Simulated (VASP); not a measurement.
# GaAs (F-43m) in VASP: elastic constants with PBE

Aim: the elastic constants of GaAs with PBE.

Everything below comes from runs of VASP 6.6.1. Logs are shortened: lines on timing, memory, paths and dates and some standing lists are left out, and cuts for length are marked.

## Step 1: The cell of the first run

It takes space group F-43m (No. 216, cubic). Conventional cell: a = 5.654 Å, b = 5.654 Å, c = 5.654 Å, α = 90.00°, β = 90.00°, γ = 90.00°. Within 3.2 Å of As (site symmetry -43m) lie 4 Ga at 2.45 Å. Within 3.2 Å of Ga (site symmetry -43m) lie 4 As at 2.45 Å.

## Step 2: Elastic constants, PBE

Contents of INCAR:

```
SYSTEM = GaAs
PREC = Accurate
ENCUT = 600
EDIFF = 1E-8
ISMEAR = 0
SIGMA = 0.01
LREAL = .FALSE.
LASPH = .TRUE.
NELM = 60
ALGO = Normal
ISIF = 3
LWAVE = .FALSE.
LCHARG = .FALSE.
GGA = PE
IBRION = 6
NFREE = 2
POTIM = 0.015
NSW = 1
```

Contents of KPOINTS:

```
Automatic mesh
0
G
  7 7 7
  0 0 0
```

Contents of POSCAR:

```
GaAs
1.0
    0.0000000000      2.8268500000      2.8268500000
    2.8268500000      0.0000000000      2.8268500000
    2.8268500000      2.8268500000      0.0000000000
As Ga
1 1
Direct
    0.7500000000      0.7500000000      0.7500000000
    0.0000000000      0.0000000000      0.0000000000
```

Potentials or basis: VASP PAW PBE potentials, release 64 (As, Ga_d).

On the command line:

```sh
$ cat potpaw_PBE.64/As/POTCAR potpaw_PBE.64/Ga_d/POTCAR > POTCAR
$ mpirun -np 1 vasp_std > vasp.out
```

OUTCAR:

```text
SYSTEM = GaAs
   PREC = Accurate
   ENCUT = 600
   EDIFF = 1E-8
   ISMEAR = 0
   LREAL = .FALSE.
   LASPH = .TRUE.
   NELM = 60
   ISIF = 3
   GGA = PE
   IBRION = 6
   NFREE = 2
   POTIM = 0.015
   NSW = 1

 ion  position               nearest neighbor table
   1  0.750  0.750  0.750-   2 2.45   2 2.45   2 2.45   2 2.45
   2  0.000  0.000  0.000-   1 2.45   1 2.45   1 2.45   1 2.45

  LATTYP: Found a face centered cubic cell.
 ALAT       =     5.6537000000

  Lattice vectors:

 A1 = (   0.0000000000,   2.8268500000,   2.8268500000)
 A2 = (   2.8268500000,   0.0000000000,   2.8268500000)
 A3 = (   2.8268500000,   2.8268500000,   0.0000000000)

Analysis of symmetry for initial positions (statically):
=====================================================================
 Subroutine PRICEL returns:
 Original cell was already a primitive cell.

 Routine SETGRP: Setting up the symmetry group for a
 face centered cubic supercell.

 Subroutine GETGRP returns: Found 24 space group operations
 (whereof 24 operations were pure point group operations)
 out of a pool of 48 trial point group operations.

The static configuration has the point symmetry T_d .

Analysis of symmetry for dynamics (positions and initial velocities):
=====================================================================
 Subroutine PRICEL returns:
 Original cell was already a primitive cell.

 Routine SETGRP: Setting up the symmetry group for a
 face centered cubic supercell.

 Subroutine GETGRP returns: Found 24 space group operations
 (whereof 24 operations were pure point group operations)
 out of a pool of 48 trial point group operations.

The dynamic configuration has the point symmetry T_d .

[... 711 lines left out ...]
      1     -10.9047      2.00000
      2     -10.8707      2.00000
      3     -10.8674      2.00000
      4     -10.8028      2.00000
      5     -10.7965      2.00000
      6      -8.4742      2.00000
      7       1.6361      2.00000
      8       3.0934      2.00000
      9       3.1582      2.00000
     10       6.4473      0.00000
     11       6.9710      0.00000
     12       8.8465      0.00000
     13       8.8842      0.00000

 [... further k-points ...]

------------------------ aborting loop because EDIFF is reached ----------------------------------------

  FORCE on cell =-STRESS in cart. coord.  units (eV):
  Direction    XX          YY          ZZ          XY          YZ          ZX
  --------------------------------------------------------------------------------------
  -------------------------------------------------------------------------------------
  Total        0.9695399      0.9720624      0.9720624      0.0000000      0.1187782      0.0000000
  in kB       34.3825432     34.4719961     34.4719961      0.0000000      4.2122004      0.0000000
  external PRESSURE =      34.4421785 kB  Pullay stress =       0.0000000 kB
[... 17 lines left out ...]
  FREE ENERGIE OF THE ION-ELECTRON SYSTEM (eV)
  ---------------------------------------------------
  free  energy   TOTEN  =        -8.2400443654 eV

  energy  without entropy=       -8.2400443654  energy(sigma->0) =       -8.24004437

 INTERNAL STRAIN TENSORS FROM STRAINED CELLS
 ============================================

 INTERNAL STRAIN TENSOR FOR ION    1 for displacements in x,y,z  (eV/Angst):
          X           Y           Z          XY          YZ          ZX
  --------------------------------------------------------------------------------
  x    -0.00000     0.00000    -0.00000    -0.00000     7.91455     0.00000
  y    -0.00000    -0.00000     0.00000     0.00000    -0.00000     7.91473
  z    -0.00000     0.00000     0.00000     7.91465     0.00000     0.00000

 INTERNAL STRAIN TENSORS FROM DISPLACED ATOMS
 ============================================

 INTERNAL STRAIN TENSOR FOR ION    1 for displacements in x,y,z  (eV/Angst):
          X           Y           Z          XY          YZ          ZX
  --------------------------------------------------------------------------------
  x     0.00000    -0.00000    -0.00000     0.00000     7.90427     0.00000
  y     0.00000     0.00000     0.00000     0.00000     0.00000     7.90427
  z    -0.00000    -0.00000     0.00000     7.90427     0.00000     0.00000

 INTERNAL STRAIN TENSOR FOR ION    2 for displacements in x,y,z  (eV/Angst):
          X           Y           Z          XY          YZ          ZX
  --------------------------------------------------------------------------------
  x     0.00000     0.00000     0.00000     0.00000    -7.91049     0.00000
  y     0.00000     0.00000     0.00000     0.00000     0.00000    -7.91049
  z     0.00000     0.00000     0.00000    -7.91049     0.00000     0.00000

 Eigenvectors and eigenvalues of the dynamical matrix
 ----------------------------------------------------

   1 f  =    8.051810 THz    50.591014 2PiTHz  268.579470 cm-1    33.299595 meV
             X         Y         Z           dx          dy          dz
      4.240275  4.240275  4.240275     0.000000    0.693862    0.000000
      0.000000  0.000000  0.000000     0.000000   -0.720108    0.000000
[... 21 lines left out ...]
   6 f/i=    0.004705 THz     0.029563 2PiTHz    0.156947 cm-1     0.019459 meV
             X         Y         Z           dx          dy          dz
      4.240275  4.240275  4.240275     0.000000    0.000000    0.720108
      0.000000  0.000000  0.000000     0.000000    0.000000    0.693862

--------------------------------------------------------------------------------------------------------

 ELASTIC MODULI CONTR FROM IONIC RELAXATION (kBar)
 Direction    XX          YY          ZZ          XY          YZ          ZX
 --------------------------------------------------------------------------------
 XX          -0.0000     -0.0000     -0.0000      0.0000     -0.0000      0.0000
 YY          -0.0000     -0.0000     -0.0000      0.0000      0.0000     -0.0000
 ZZ          -0.0000     -0.0000     -0.0000     -0.0000      0.0000      0.0000
 XY           0.0000      0.0000     -0.0000   -231.4666     -0.0000     -0.0000
 YZ          -0.0000      0.0000      0.0000     -0.0000   -231.4666     -0.0000
 ZX           0.0000     -0.0000      0.0000     -0.0000     -0.0000   -231.4666
 --------------------------------------------------------------------------------

 TOTAL ELASTIC MODULI (kBar)
 Direction    XX          YY          ZZ          XY          YZ          ZX
 --------------------------------------------------------------------------------
 XX        1126.6899    535.6605    535.6605      0.0000     -0.0000      0.0000
 YY         535.6605   1126.6899    535.6605      0.0000      0.0000      0.0000
 ZZ         535.6605    535.6605   1126.6899     -0.0000      0.0000      0.0000
 XY           0.0000      0.0000     -0.0000    551.7788     -0.0000     -0.0000
 YZ          -0.0000      0.0000      0.0000     -0.0000    551.7788     -0.0000
 ZX           0.0000      0.0000      0.0000     -0.0000     -0.0000    551.7788
 --------------------------------------------------------------------------------
```

OSZICAR:

```text
N       E                     dE             d eps       ncg     rms          rms(c)
DAV:   1     0.871251302102E+02    0.87125E+02   -0.98540E+03   520   0.213E+03
DAV:   2    -0.157519929520E+01   -0.88700E+02   -0.85067E+02   583   0.348E+02
DAV:   3    -0.828592455035E+01   -0.67107E+01   -0.66782E+01   650   0.784E+01
[... 209 lines left out ...]
DAV:   2    -0.823996348744E+01   -0.37495E-02   -0.37325E-02  2108   0.178E+00    0.433E-02
DAV:   3    -0.824003915299E+01   -0.75666E-04   -0.84241E-04  2180   0.258E-01    0.222E-02
DAV:   4    -0.824004337553E+01   -0.42225E-05   -0.33348E-05  1957   0.601E-02    0.457E-03
DAV:   5    -0.824004437070E+01   -0.99518E-06   -0.30095E-06  1842   0.174E-02    0.153E-03
DAV:   6    -0.824004435812E+01    0.12581E-07   -0.24625E-07  2050   0.538E-03    0.327E-04
DAV:   7    -0.824004436541E+01   -0.72846E-08   -0.24427E-08  1794   0.184E-03
  17 F= -.82400444E+01 E0= -.82400444E+01  d E =-.104113E-38
```

It took 7.8 min on 1 thread of Intel Xeon Platinum 8259CL at 2.50GHz (Skylake/Cascade Lake), shared host; peak memory 0.28 GiB.

Results:

```
Elastic constants C11, C12, C44                         : 113, 54, 55 GPa
Voigt bulk modulus                                      : 73 GPa
Highest phonon frequency at Γ, LO-TO splitting left out : 269 cm⁻¹
```

Phonon frequencies in cm⁻¹ (negative: imaginary):
| q point | frequencies |
| --- | --- |
| (0.000, 0.000, 0.000) | 0 0 0 269 269 269 |

Elastic tensor in Voigt notation (GPa, in the Cartesian axes of the cell as first typed):
```
113  54  54   0   0   0
 54 113  54   0   0   0
 54  54 113   0   0   0
  0   0   0  55   0   0
  0   0   0   0  55   0
  0   0   0   0   0  55
```

Clamped-ion elastic tensor (GPa):
```
113  54  54   0   0   0
 54 113  54   0   0   0
 54  54 113   0   0   0
  0   0   0  78   0   0
  0   0   0   0  78   0
  0   0   0   0   0  78
```

Caveat: the cell is under stress, which shifts elastic constants.
